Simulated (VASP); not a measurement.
# AlN (P6_3mc) in VASP: a series of runs, part 2 of 2

VASP 6.6.1.

## (5) Relaxation of shape and atoms at fixed volume, PBE (10.96 Å³/atom)

This run uses another cell than the first one, of 10.96 Å³/atom.

The input, INCAR:

```
PREC     = Accurate       # precision mode
ENCUT    = 600            # plane-wave cutoff, eV
EDIFF    = 1E-7           # SCF threshold, eV
ISMEAR   = 0              # smearing method
SIGMA    = 0.02           # smearing width, eV
LREAL    = False          # projectors in reciprocal space
LASPH    = True           # aspherical terms in the spheres
NELM     = 60             # most SCF steps
ALGO     = Normal         # electronic algorithm
ISIF     = 4              # what is computed and relaxed
LWAVE    = False          # write WAVECAR
LCHARG   = False          # write CHGCAR
GGA      = PE             # functional
IBRION   = 2              # ionic algorithm
NSW      = 50             # ionic steps
EDIFFG   = -0.01          # ionic threshold
```

The input, KPOINTS:

```
Automatic mesh
0
Gamma
  12 12 6
```

The input, POSCAR:

```
AlN
1.0
    3.1612414842      0.0000000000      0.0000000000
   -1.5806207421      2.7377154329      0.0000000000
    0.0000000000      0.0000000000      5.0676789936
Al N
2 2
Direct
    0.3333333333      0.6666666667     -0.0007707949
    0.6666666667      0.3333333333      0.4992292051
    0.3333333333      0.6666666667      0.3807707949
    0.6666666667      0.3333333333      0.8807707949
```

Potentials or basis: VASP PAW PBE potentials, release 64 (Al, N).

Started as:

```sh
cat potpaw_PBE.64/Al/POTCAR potpaw_PBE.64/N/POTCAR > POTCAR
mpirun -np 1 vasp_std > vasp.out
```

OUTCAR:

```text
PREC = Accurate
   ENCUT = 600
   EDIFF = 1E-7
   ISMEAR = 0
   LREAL = False
   LASPH = True
   NELM = 60
   ISIF = 4
   GGA = PE
   IBRION = 2
   NSW = 50
   EDIFFG = -0.01

 ion  position               nearest neighbor table
   1  0.333  0.667  0.999-   4 1.92   4 1.92   4 1.92   3 1.93   2 3.12   2 3.12   2 3.12   2 3.12
                             2 3.12   2 3.12
   2  0.667  0.333  0.499-   3 1.92   3 1.92   3 1.92   4 1.93   1 3.12   1 3.12   1 3.12   1 3.12
                             1 3.12   1 3.12
   3  0.333  0.667  0.381-   2 1.92   2 1.92   2 1.92   1 1.93
   4  0.667  0.333  0.881-   1 1.92   1 1.92   1 1.92   2 1.93

  LATTYP: Found a hexagonal cell.
 ALAT       =     3.1612414842
 C/A-ratio  =     1.6030660799

  Lattice vectors:

 A1 = (   3.1612414842,   0.0000000000,   0.0000000000)
 A2 = (  -1.5806207421,   2.7377154329,   0.0000000000)
 A3 = (   0.0000000000,   0.0000000000,   5.0676789936)

Analysis of symmetry for initial positions (statically):
=====================================================================
 Subroutine PRICEL returns:
 Original cell was already a primitive cell.

 Routine SETGRP: Setting up the symmetry group for a
 hexagonal supercell.

 Subroutine GETGRP returns: Found 12 space group operations
 (whereof  6 operations were pure point group operations)
 out of a pool of 24 trial point group operations.

The static configuration has the point symmetry C_3v.
 The point group associated with its full space group is C_6v.

Analysis of symmetry for dynamics (positions and initial velocities):
=====================================================================
 Subroutine PRICEL returns:
 Original cell was already a primitive cell.

 Routine SETGRP: Setting up the symmetry group for a
 hexagonal supercell.

 Subroutine GETGRP returns: Found 12 space group operations
 (whereof  6 operations were pure point group operations)
 out of a pool of 24 trial point group operations.

The dynamic configuration has the point symmetry C_3v.
 The point group associated with its full space group is C_6v.

 Subroutine INISYM returns: Found 12 space group operations
 (whereof  6 operations are pure point group operations),
 and found     1 'primitive' translations

----------------------------------------------------------------------------------------

                                     Primitive cell

  volume of cell :      43.8586

  direct lattice vectors                    reciprocal lattice vectors
     3.161241484  0.000000000  0.000000000     0.316331418  0.182634029  0.000000000
    -1.580620742  2.737715433  0.000000000     0.000000000  0.365268058  0.000000000
     0.000000000  0.000000000  5.067678994     0.000000000  0.000000000  0.197328994

  length of vectors
     3.161241484  3.161241484  5.067678994     0.365268058  0.365268058  0.197328994

  position of ions in fractional coordinates (direct lattice)
     0.333333333  0.666666667  0.999229205
     0.666666667  0.333333333  0.499229205
     0.333333333  0.666666667  0.380770795
     0.666666667  0.333333333  0.880770795

  ion indices of the primitive-cell ions
   primitive index   ion index
                 1           1
                 2           2
                 3           3
[... 65 lines left out ...]
   ISTART =      0    job   : 0-new  1-cont  2-samecut
   ICHARG =      2    charge: 1-file 2-atom 10-const
   ISPIN  =      1    spin polarized calculation?
   LNONCOLLINEAR =      F non collinear calculations
   LSORBIT =      F    spin-orbit coupling
   LASPH  =      T    aspherical Exc in radial PAW
   ENCUT  =  600.0 eV  44.10 Ry    6.64 a.u.   6.31  6.31 10.12*2*pi/ulx,y,z
   NELM   =     60;   NELMIN=  2; NELMDL= -5     # of ELM steps
   EDIFF  = 0.1E-06   stopping-criterion for ELM
   LREAL  =      F    real-space projection
   EDIFFG = -.1E-01   stopping-criterion for IOM
   NSW    =     50    number of steps for IOM
   IBRION =      2    ionic relax: 0-MD 1-quasi-New 2-CG
   NFREE  =      1    steps in history (QN), initial steepest desc. (CG)
   ISIF   =      4    stress and relaxation
   ISYM   =      2    0-nonsym 1-usesym 2-fastsym
   POTIM  = 0.5000    time-step for ionic-motion
   TEBEG  =    0.0;   TEEND  =   0.0 temperature during run
   PSTRESS=    0.0 pullay stress
   NELECT =      16.0000    total number of electrons
   NUPDOWN=      -1.0000    fix difference up-down
   EMIN   =  10.00;   EMAX   =-10.00  energy-range for DOS
   EFERMI =   0.00;   METHOD = LEGACY
   ISMEAR =     0;   SIGMA  =   0.02  broadening in eV -4-tet -1-fermi 0-gaus
   EFERMI_NEDOS =   21; number of points for ismear=-14 and -15
   IALGO  =     38    algorithm
   IMIX   =      4    mixing-type and parameters
     AMIX     =   0.40;   BMIX     =  1.00
     AMIX_MAG =   1.60;   BMIX_MAG =  1.00
  volume/ion in A,a.u.               =      10.96        73.99
  Fermi-wavevector in a.u.,A,eV,Ry     =   1.169759  2.210524 18.617349  1.368337
  Thomas-Fermi vector in A             =   2.306227
   LORBIT       =      0    0 simple, 1 ext, 2 COOP (PROOUT), +10 PAW based schemes
   GGA     = PE    functional components
   LHFCALC =     F    Hartree Fock is set to
   AEXX    =    0.0000 exact exchange contribution
   IVDW    =     0    specifies the selected vdW correction
   LEPSILON=     F    determine dielectric tensor
   LRPA    =     F    only Hartree local field effects (RPA)
 conjugate gradient relaxation of ions
 non-spin polarized calculation
 Gauss-broadening in eV      SIGMA  =   0.02
  energy-cutoff  :      600.00
  volume of cell :       43.86
 maximum number of plane-waves:      1496
 NGX is ok and might be reduce to    28
   NGX = 13   NGY = 13   NGZ = 21

--------------------------------------- Ionic step        1  -------------------------------------------

 number of electron      15.9999999 magnetization

 Free energy of the ion-electron system (eV)
  ---------------------------------------------------
  ext. energy  EPLUGINS =         0.00000000
  ---------------------------------------------------
  free energy    TOTEN  =       -29.75996414 eV

  energy without entropy =      -29.75996414  energy(sigma->0) =      -29.75996414

------------------------ aborting loop because EDIFF is reached ----------------------------------------

  FORCE on cell =-STRESS in cart. coord.  units (eV):
  Direction    XX          YY          ZZ          XY          YZ          ZX
  --------------------------------------------------------------------------------------
  -------------------------------------------------------------------------------------
  Total       -1.6215877     -1.6215877     -1.5064370      0.0000000      0.0000000      0.0000000
  in kB      -59.2373929    -59.2373929    -55.0308849      0.0000000      0.0000000      0.0000000
  external PRESSURE =     -57.8352236 kB  Pullay stress =       0.0000000 kB
[... 101 lines left out ...]
--------------------------------------- Ionic step        4  -------------------------------------------

 number of electron      15.9999999 magnetization

 Free energy of the ion-electron system (eV)
  ---------------------------------------------------
  ext. energy  EPLUGINS =         0.00000000
  ---------------------------------------------------
  free energy    TOTEN  =       -29.76006346 eV

  energy without entropy =      -29.76006346  energy(sigma->0) =      -29.76006346

 E-fermi :   5.8305     XC(G=0): -10.7000

 val. band max:        5.6729451056   @ k =   0.0000   0.0000   0.0000
 cond. band min:       9.4731461887   @ k =   0.0000   0.0000   0.0000
 fundamental gap:      3.8002010832
 Fermi energy:         5.8305262412

 k-point     1 :       0.0000    0.0000    0.0000
  band No.  band energies     occupation
      1      -9.2072      2.00000
      2      -7.2204      2.00000
      3      -0.0970      2.00000
      4       4.8669      2.00000
      5       4.8669      2.00000
      6       5.4973      2.00000
      7       5.4973      2.00000
      8       5.6729      2.00000
      9       9.4731      0.00000
     10      11.9583      0.00000
     11      15.8922      0.00000
     12      16.5175      0.00000
[... 331 lines left out ...]
 k-point    24 :       0.3333    0.0000    0.1667
  band No.  band energies     occupation
      1      -7.9639      2.00000
      2      -6.8316      2.00000
      3       0.9407      2.00000
      4       1.8552      2.00000
      5       2.4534      2.00000
      6       3.9910      2.00000
      7       4.9148      2.00000
      8       5.0542      2.00000
      9      11.3315      0.00000
     10      12.1704      0.00000
     11      13.7977      0.00000
     12      15.4811      0.00000

 [... further k-points ...]

------------------------ aborting loop because EDIFF is reached ----------------------------------------

  FORCE on cell =-STRESS in cart. coord.  units (eV):
  Direction    XX          YY          ZZ          XY          YZ          ZX
  --------------------------------------------------------------------------------------
  -------------------------------------------------------------------------------------
  Total       -1.5829013     -1.5829013     -1.5734154      0.0000000      0.0000000      0.0000000
  in kB      -57.8241626    -57.8241626    -57.4776370      0.0000000      0.0000000      0.0000000
  external PRESSURE =     -57.7086541 kB  Pullay stress =       0.0000000 kB
[... 19 lines left out ...]
  FREE ENERGIE OF THE ION-ELECTRON SYSTEM (eV)
  ---------------------------------------------------
  free  energy   TOTEN  =       -29.7600634630 eV

  energy  without entropy=      -29.7600634630  energy(sigma->0) =      -29.76006346

 reached required accuracy - stopping structural energy minimisation
```

Run time: 3 min. Hardware: 1 thread of Intel Xeon 8259CL, shared host; peak memory 0.2 GiB.

What came out:

* Free energy: -29.7601 eV
* Energy gained by relaxing: 0.0 meV/atom
* Ionic steps: 4
* Pressure after relaxing: -5.8 GPa
* Largest force after relaxing: 0.005 eV/Å
* Band gap on the k mesh: 3.80 eV

Forces on the atoms (eV/Å):
```
Al   0.000  0.000 -0.005
Al   0.000  0.000 -0.005
N    0.000  0.000  0.005
N    0.000  0.000  0.005
```

Final structure:
```
Al N
1.0
     3.15920    0.00000    0.00000
    -1.57960    2.73595    0.00000
     0.00000    0.00000    5.07424
Al N
2 2
Direct
  0.33333 0.66667 0.99952
  0.66667 0.33333 0.49952
  0.33333 0.66667 0.38048
  0.66667 0.33333 0.88048
```

Levels at points of the mesh, in eV from the valence-band top:
```tsv
k point	band 4	band 5	band 6	band 7	band 8	band 9	band 10	band 11	band 12
(0.00, 0.00, 0.00)	-0.81	-0.81	-0.18	-0.18	0.00	3.80	6.29	10.22	10.84
(0.50, 0.00, 0.00)	-4.05	-3.22	-1.99	-1.69	-0.66	5.68	5.69	7.78	9.94
(0.00, 0.00, 0.50)	-3.25	-0.50	-0.50	-0.50	-0.50	6.07	6.07	9.93	9.93
(0.50, 0.00, 0.50)	-5.39	-1.39	-1.39	-1.31	-1.31	5.15	5.15	8.97	8.97
```

## (6) Overview

| task | cell | cutoff (eV) | smearing | gap on the mesh (eV) | pressure (GPa) |
| --- | --- | --- | --- | --- | --- |
| single point | a = 3.130, b = 3.130, c = 5.018 Å, angles 90.0, 90.0, 120.0°, 4 atoms | 520 | gaussian 0.01 eV | 4.04 | -0.3 |
| relaxation of cell and atoms | relaxed from a = 3.130, b = 3.130, c = 5.018 Å, angles 90.0, 90.0, 120.0°, 4 atoms | 600 | gaussian 0.01 eV | 4.06 | 0.0 |
| relaxation of shape and atoms at fixed volume | relaxed from a = 3.099, b = 3.099, c = 4.967 Å, angles 90.0, 90.0, 120.0°, 4 atoms | 600 | gaussian 0.02 eV | 4.30 | 5.8 |
| relaxation of shape and atoms at fixed volume | relaxed from a = 3.161, b = 3.161, c = 5.068 Å, angles 90.0, 90.0, 120.0°, 4 atoms | 600 | gaussian 0.02 eV | 3.80 | -5.8 |

Alike in all rows: level PBE; potentials or basis VASP PAW PBE potentials, release 64 (Al, N); no spin polarisation; k mesh 12 × 12 × 6.

Total energies depend on the potentials used, so only differences within one code and one set of settings carry meaning.
